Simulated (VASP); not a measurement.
# Mg2Cd3O5 (I4/mmm) in VASP: single point with PBE

Aim: the single point of Mg2Cd3O5 with PBE.

Program: VASP 6.6.1. These are calculated values, not measurements. Logs are shortened: lines on timing, memory, paths and dates and some standing lists are left out, and cuts for length are marked.

### 1 The cell of the first run

Symmetry: I4/mmm, No. 139, tetragonal system. Conventional cell: a = 3.260 Å, b = 3.260 Å, c = 22.987 Å, α = 90.00°, β = 90.00°, γ = 90.00°. Mg (site symmetry 4mm) has 6 O at 2.04 to 2.31 Å within 2.7 Å. Within 3.0 Å of Cd (site symmetry 4mm) lie 6 O at 2.31 to 2.45 Å. Within 3.0 Å of Cd (site symmetry 4/mmm) lie 6 O at 2.31 to 2.54 Å. O (site symmetry 4mm) has 5 Mg at 2.04 to 2.31 Å and 1 Cd at 2.31 Å within 2.7 Å. O (site symmetry 4mm) has 1 Mg at 2.16 Å and 5 Cd at 2.31 to 2.54 Å within 2.9 Å. Within 3.0 Å of O (site symmetry 4/mmm) lie 6 Cd at 2.31 to 2.45 Å.

### 2 Single point, PBE

File INCAR:

```
PREC = Accurate ; ENCUT = 840
EDIFF = 1E-6 ; ISMEAR = 0
SIGMA = 0.2 ; LREAL = F
LASPH = T ; NELM = 120
ALGO = Normal ; ISIF = 2
LWAVE = F ; LCHARG = F
GGA = PE ; NBANDS = 66
GGA_COMPAT = F
```

File KPOINTS:

```
Automatic mesh
0
Gamma
  6 6 6
```

File POSCAR:

```
Mg2Cd3O5
1.0
    0.0000000000     -3.2602642000      0.0000000000
    3.2602642000      0.0000000000      0.0000000000
   -1.6301321000      1.6301321000     11.4936636000
Mg Cd O
2 3 5
Direct
    0.2044340000      0.2044340000      0.4088680000
    0.7955660000      0.7955660000      0.5911320000
    0.6064690000      0.6064690000      0.2129380000
    0.3935310000      0.3935310000      0.7870620000
    0.0000000000      0.0000000000      0.0000000000
    0.7068220000      0.7068220000      0.4136440000
    0.2931780000      0.2931780000      0.5863560000
    0.8895780000      0.8895780000      0.7791560000
    0.5000000000      0.5000000000      1.0000000000
    0.1104220000      0.1104220000      0.2208440000
```

Potentials or basis: VASP PAW PBE potentials, release 64 (Mg_sv, Cd_sv_GW, O).

On the command line:

```bash
cat potpaw_PBE.64/Mg_sv/POTCAR potpaw_PBE.64/Cd_sv_GW/POTCAR potpaw_PBE.64/O/POTCAR > POTCAR
mpirun -np 1 vasp_std > vasp.out
```

OUTCAR:

```text
PREC = Accurate
   ENCUT = 840
   EDIFF = 1E-6
   ISMEAR = 0
   LREAL = F
   LASPH = T
   NELM = 120
   ISIF = 2
   GGA = PE

 ion  position               nearest neighbor table
   1  0.204  0.204  0.409-   7 2.04
   2  0.796  0.796  0.591-   6 2.04
   3  0.606  0.606  0.213-   6 2.31  10 2.31  10 2.31  10 2.31  10 2.31
   4  0.394  0.394  0.787-   7 2.31   8 2.31   8 2.31   8 2.31   8 2.31
   5  0.000  0.000  0.000-   9 2.31   9 2.31   9 2.31   9 2.31
   6  0.707  0.707  0.414-   2 2.04   3 2.31
   7  0.293  0.293  0.586-   1 2.04   4 2.31
   8  0.890  0.890  0.779-   4 2.31   4 2.31   4 2.31   4 2.31
   9  0.500  0.500  0.000-   5 2.31   5 2.31   5 2.31   5 2.31
  10  0.110  0.110  0.221-   3 2.31   3 2.31   3 2.31   3 2.31

  LATTYP: Found a body centered tetragonal cell.
 ALAT       =     3.2602642000
 C/A-ratio  =     7.0507559479

  Lattice vectors:

 A1 = (  -1.6301321000,  -1.6301321000, -11.4936636000)
 A2 = (   1.6301321000,   1.6301321000, -11.4936636000)
 A3 = (   1.6301321000,  -1.6301321000,  11.4936636000)

Analysis of symmetry for initial positions (statically):
=====================================================================
 Subroutine PRICEL returns:
 Original cell was already a primitive cell.

 Routine SETGRP: Setting up the symmetry group for a
 body centered tetragonal supercell.

 Subroutine GETGRP returns: Found 16 space group operations
 (whereof 16 operations were pure point group operations)
 out of a pool of 16 trial point group operations.

The static configuration has the point symmetry D_4h.

Analysis of symmetry for dynamics (positions and initial velocities):
=====================================================================
 Subroutine PRICEL returns:
 Original cell was already a primitive cell.

 Routine SETGRP: Setting up the symmetry group for a
 body centered tetragonal supercell.

 Subroutine GETGRP returns: Found 16 space group operations
 (whereof 16 operations were pure point group operations)
 out of a pool of 16 trial point group operations.

The dynamic configuration has the point symmetry D_4h.

 Subroutine INISYM returns: Found 16 space group operations
 (whereof 16 operations are pure point group operations),
 and found     1 'primitive' translations

----------------------------------------------------------------------------------------

[... 110 lines left out ...]
   EDIFFG = 0.1E-04   stopping-criterion for IOM
   NSW    =      0    number of steps for IOM
   IBRION =     -1    ionic relax: 0-MD 1-quasi-New 2-CG
   NFREE  =      0    steps in history (QN), initial steepest desc. (CG)
   ISIF   =      2    stress and relaxation
   ISYM   =      2    0-nonsym 1-usesym 2-fastsym
   POTIM  = 0.5000    time-step for ionic-motion
   TEBEG  =    0.0;   TEEND  =   0.0 temperature during run
   PSTRESS=    0.0 pullay stress
   NELECT =     110.0000    total number of electrons
   NUPDOWN=      -1.0000    fix difference up-down
   EMIN   =  10.00;   EMAX   =-10.00  energy-range for DOS
   EFERMI =   0.00;   METHOD = LEGACY
   ISMEAR =     0;   SIGMA  =   0.20  broadening in eV -4-tet -1-fermi 0-gaus
   EFERMI_NEDOS =   21; number of points for ismear=-14 and -15
   IALGO  =     38    algorithm
   IMIX   =      4    mixing-type and parameters
     AMIX     =   0.40;   BMIX     =  1.00
     AMIX_MAG =   1.60;   BMIX_MAG =  1.00
  volume/ion in A,a.u.               =      12.22        82.44
  Fermi-wavevector in a.u.,A,eV,Ry     =   1.580827  2.987330 34.001153  2.499014
  Thomas-Fermi vector in A             =   2.680995
   LORBIT       =      0    0 simple, 1 ext, 2 COOP (PROOUT), +10 PAW based schemes
   GGA     = PE    functional components
   LHFCALC =     F    Hartree Fock is set to
   AEXX    =    0.0000 exact exchange contribution
   IVDW    =     0    specifies the selected vdW correction
   LEPSILON=     F    determine dielectric tensor
   LRPA    =     F    only Hartree local field effects (RPA)
 non-spin polarized calculation
 Gauss-broadening in eV      SIGMA  =   0.20
  energy-cutoff  :      840.00
  volume of cell :      122.17
 maximum number of plane-waves:      6781
   NGX = 15   NGY = 15   NGZ = 55

 number of electron     110.0000008 magnetization

 Free energy of the ion-electron system (eV)
  ---------------------------------------------------
  ext. energy  EPLUGINS =         0.00000000
  ---------------------------------------------------
  free energy    TOTEN  =       -46.53427102 eV

  energy without entropy =      -46.53091545  energy(sigma->0) =      -46.53259323

 E-fermi :   4.4348     XC(G=0): -11.4092

 val. band max:        4.1810015090   @ k =   0.5000   0.0000  -0.0000
 cond. band min:       4.4413211031   @ k =   0.0000   0.0000   0.0000
 fundamental gap:      0.2603195940
 Fermi energy:         4.4348031848

 k-point     1 :       0.0000    0.0000    0.0000
  band No.  band energies     occupation
      1     -96.7817      2.00000
      2     -96.2967      2.00000
      3     -96.2967      2.00000
      4     -69.3331      2.00000
      5     -69.3303      2.00000
      6     -57.9067      2.00000
[... 1645 lines left out ...]
     65      13.6527      0.00000
     66      14.0757      0.00000

 [... further k-points ...]
[... 5 lines left out ...]
  --------------------------------------------------------------------------------------
  -------------------------------------------------------------------------------------
  Total       -0.1527743     -0.1527743     -0.0505527      0.0000000      0.0000000      0.0000000
  in kB       -2.0035346     -2.0035346     -0.6629659      0.0000000      0.0000000      0.0000000
  external PRESSURE =      -1.5566784 kB  Pullay stress =       0.0000000 kB

 VOLUME and BASIS-vectors are now :
 -----------------------------------------------------------------------------
  energy-cutoff  :      840.00
  volume of cell :      122.17
      direct lattice vectors                 reciprocal lattice vectors
     0.000000000 -3.260264200  0.000000000     0.000000000 -0.306723608  0.043502230
     3.260264200  0.000000000  0.000000000     0.306723608  0.000000000  0.043502230
    -1.630132100  1.630132100 11.493663600     0.000000000  0.000000000  0.087004460

 POSITION                                       TOTAL-FORCE (eV/Angst)
 -----------------------------------------------------------------------------------
      0.00000      0.00000      4.69939         0.000000      0.000000     -0.007744
      1.63013     -1.63013      6.79427         0.000000      0.000000      0.007744
      1.63013     -1.63013      2.44744        -0.000000      0.000000     -0.003689
      0.00000     -0.00000      9.04623         0.000000     -0.000000      0.003689
      0.00000      0.00000      0.00000         0.000000      0.000000     -0.000000
      1.63013     -1.63013      4.75428         0.000000     -0.000000     -0.013114
     -0.00000      0.00000      6.73938        -0.000000      0.000000      0.013114
      1.63013     -1.63013      8.95536         0.000000     -0.000000      0.013889
      1.63013     -1.63013      0.00000         0.000000      0.000000     -0.000000
      0.00000      0.00000      2.53831        -0.000000      0.000000     -0.013889
 -----------------------------------------------------------------------------------
    total drift:                                0.000000     -0.000000      0.000000

  FREE ENERGIE OF THE ION-ELECTRON SYSTEM (eV)
  ---------------------------------------------------
  free  energy   TOTEN  =       -46.5342710204 eV

  energy  without entropy=      -46.5309154489  energy(sigma->0) =      -46.53259323
```

Run time: 11 min. Hardware: 1 thread of Intel Xeon Platinum 8259CL at 2.50GHz (Skylake/Cascade Lake), shared host; peak memory 0.61 GiB.

What came out:

- Free energy: -46.5343 eV
- Pressure: -0.2 GPa
- Largest force: 0.014 eV/Å
- Band gap on the k mesh: 0.26 eV (least direct gap 0.93 eV)

Forces in eV/Å, atoms in the order of the input:
```
Mg   0.000  0.000 -0.008
Mg   0.000  0.000  0.008
Cd   0.000  0.000 -0.004
Cd   0.000  0.000  0.004
Cd   0.000  0.000  0.000
O    0.000  0.000 -0.013
O    0.000  0.000  0.013
O    0.000  0.000  0.014
O    0.000  0.000  0.000
O    0.000  0.000 -0.014
```

Caveat: semilocal functionals underestimate gaps, and a narrow one can read as zero.
